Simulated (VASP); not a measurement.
Write the native input for VASP 6.6.1 that does the following.

- Task: single point
- Functional: PBEsol
- Potentials or basis: VASP PAW PBE potentials, release 64 (Al, Ni)
- Cutoff: 520 eV
- k mesh: 8 × 8 × 10
- Occupations: gaussian, width 0.15 eV
- Spin: no spin polarisation
- Dipole correction: no
- Further INCAR settings: ALGO = Fast; EDIFF = 1e-06; NBANDS = 40

The structure of Al3Ni5 lies in POSCAR:

```
Al3Ni5
1.0
    3.2933322760     -3.9134538529      0.0000000000
    3.2933322760      3.9134538529      0.0000000000
    0.0000000000      0.0000000000      3.7203545651
Al Ni
3 5
Direct
    0.5000000000      0.5000000000      0.0000000000
    0.7796888787      0.2203111213      0.5000000000
    0.2203111213      0.7796888787      0.5000000000
    0.0000000000      0.0000000000      0.0000000000
    0.0000000000      0.5000000000      0.0000000000
    0.5000000000      0.0000000000      0.0000000000
    0.2762373066      0.2762373066      0.5000000000
    0.7237626934      0.7237626934      0.5000000000
```

This cell differs from its parent crystal: strain +0.0600 x Voigt [0, 1, 0, 0, 0, 0].

These files were run (other wordings do the same):

INCAR

```
SYSTEM = Al3Ni5
ALGO = Fast ; EDIFF = 1E-6
ENCUT = 520 ; GGA = PS
ISIF = 2 ; ISMEAR = 0
LASPH = .True. ; LCHARG = .False.
LREAL = .False. ; LWAVE = .False.
NBANDS = 40 ; NELM = 80
PREC = Accurate ; SIGMA = 0.15
```

KPOINTS

```
k-points
0
Gamma
  8 8 10
  0 0 0
```

Potentials or basis: VASP PAW PBE potentials, release 64 (Al, Ni).

Run with:

```sh
$ cat potpaw_PBE.64/Al/POTCAR potpaw_PBE.64/Ni/POTCAR > POTCAR
$ mpirun -np 1 vasp_std > vasp.out
```

It gave:

```
Pressure      : -8.9 GPa
Largest force : 0.124 eV/Å
```

Caveat: the cell differs from its parent crystal (strain +0.0600 x Voigt [0, 1, 0, 0, 0, 0]); the PAW data sets were made with another functional, which shifts forces and pressure a little.

Run time: 15 min on 1 thread of AMD EPYC 7R13 (shared host), peak memory 0.43 GiB.
